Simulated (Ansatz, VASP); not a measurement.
## One calculation of Ti, two programs

INCAR

```
SYSTEM = Ti
PREC     = Accurate       ! precision mode
ENCUT    = 520            ! plane-wave cutoff, eV
EDIFF    = 1E-6           ! SCF threshold, eV
ISMEAR   = 0              ! smearing method
SIGMA    = 0.15           ! smearing width, eV
LREAL    = .False.        ! projectors in reciprocal space
LASPH    = .True.         ! aspherical terms in the spheres
NELM     = 100            ! most SCF steps
ALGO     = Fast           ! electronic algorithm
ISIF     = 2              ! what is computed and relaxed
LWAVE    = .False.        ! write WAVECAR
LCHARG   = .False.        ! write CHGCAR
GGA      = PE             ! functional
NBANDS   = 12             ! bands
```

Contents of KPOINTS:

```
Automatic mesh
0
Gamma
  22 22 22
  0 0 0
```

Contents of POSCAR:

```
Ti
1.0
   -1.7406297469      1.7406297469      1.4990303381
    1.7406297469     -1.7406297469      1.4990303381
    1.7406297469      1.7406297469     -1.4990303381
Ti
1
Direct
    0.0000000000      0.0000000000      0.0000000000
```

Input for Ansatz:

```yaml
crystal:
  lattice:
    - [-1.7406297469, 1.7406297469, 1.4990303381]
    - [1.7406297469, -1.7406297469, 1.4990303381]
    - [1.7406297469, 1.7406297469, -1.4990303381]
  atoms:
    - { symbol: Ti, position: [0.0, 0.0, 0.0] }
basis:
  ecutwfc: 520.0
kpoints:
  mp_grid: { grid: [22, 22, 22] }
hamiltonian:
  xc: pbe
  pseudopotentials: { kind: paw, azcp: { folder: soft_1 } }
scf:
  occupations: { method: gaussian, width: 0.15 }
output:
  forces: true
  stress: true
  eigenvalues: true
```

Alike in both runs: task single point; functional PBE; k mesh 22 × 22 × 22; occupations gaussian, width 0.15 eV; no spin polarisation.

|  | VASP | Ansatz |
| --- | --- | --- |
| version | VASP 6.6.1 | Ansatz 0.2.0 |
| potentials or method | VASP PAW PBE potentials, release 64 (Ti_sv), cutoff 520 eV | scalar-relativistic, plane waves, PAW |
| valence electrons in the cell | 12 | 12 |

```csv
,VASP,Ansatz,Ansatz less VASP
gap on the k mesh at the Fermi level (eV),none,none,-
pressure (GPa),-5.1,-4.9,+0.21
"traceless stress, the component that is largest in VASP (GPa)",0.36,0.40,+0.043
```

A gap of «none» marks a metal or a gap that the smearing closes. The functional is the same, so the differences come from potentials, cutoffs and numerics.
